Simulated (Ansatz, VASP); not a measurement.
## One calculation of AlN, two programs

File INCAR:

```
PREC = Accurate ; ENCUT = 520
EDIFF = 1E-7 ; ISMEAR = -1
SIGMA = 0.05 ; LREAL = False
LASPH = True ; NELM = 80
ALGO = Normal ; ISIF = 2
LWAVE = False ; LCHARG = False
GGA = RP ; IVDW = 12
NBANDS = 16
```

Contents of KPOINTS:

```
regular mesh
0
Gamma
  10 10 6
```

File POSCAR:

```
AlN
1.0
    3.1130000000      0.0000000000      0.0000000000
   -1.5565000000      2.6959370820      0.0000000000
    0.0000000000      0.0000000000      4.9810000000
Al N
2 2
Direct
    0.6666666667      0.3333333333      0.5000000000
    0.3333333333      0.6666666667      0.0000000000
    0.6666666667      0.3333333333      0.8800000000
    0.3333333333      0.6666666667      0.3800000000
```

Contents of input.yaml:

```yaml
crystal:
  lattice:
    - [3.113, 0.0, 0.0]
    - [-1.5565, 2.695937082, 0.0]
    - [0.0, 0.0, 4.981]
  atoms:
    - { symbol: Al, position: [0.6666666667, 0.3333333333, 0.5] }
    - { symbol: Al, position: [0.3333333333, 0.6666666667, 0.0] }
    - { symbol: "N", position: [0.6666666667, 0.3333333333, 0.88] }
    - { symbol: "N", position: [0.3333333333, 0.6666666667, 0.38] }
hamiltonian:
  xc: rpbe
  pseudopotentials: { kind: paw }
  dispersion: d3bj
kpoints:
  mp_grid: { grid: [10, 10, 6] }
scf:
  occupations: { method: fermi_dirac, width: 0.05 }
output:
  forces: true
  stress: true
  eigenvalues: true
```

Alike in both runs: task single point; functional RPBE; dispersion D3(BJ); k mesh 10 × 10 × 6; occupations fermi-dirac, width 0.05 eV; no spin polarisation.

|  | VASP | Ansatz |
| --- | --- | --- |
| version | VASP 6.6.1 | Ansatz 0.2.0 |
| potentials or method | VASP PAW PBE potentials, release 64 (Al, N) | Ansatz PAW |
| plane-wave cutoff (eV) | 520 | 420 |
| valence electrons in the cell | 16 | 16 |

VASP gave:

* gap on the k mesh at the Fermi level (eV): 4.27
* least direct gap on the mesh (eV): 4.27
* pressure (GPa): -14.3
* traceless stress, the component that is largest in VASP (GPa): 0.83
* rms of the force components (eV/Å): 0.087

Q: Estimate Ansatz's values.

A: gap on the k mesh at the Fermi level (eV): 4.25; least direct gap on the mesh (eV): 4.25; pressure (GPa): -13.7; traceless stress, the component that is largest in VASP (GPa): 0.77; rms of the force components (eV/Å): 0.088.

VASP's potentials were made for PBE, not for RPBE. Atom by atom the forces differ by 0.001 eV/Å (rms over components).
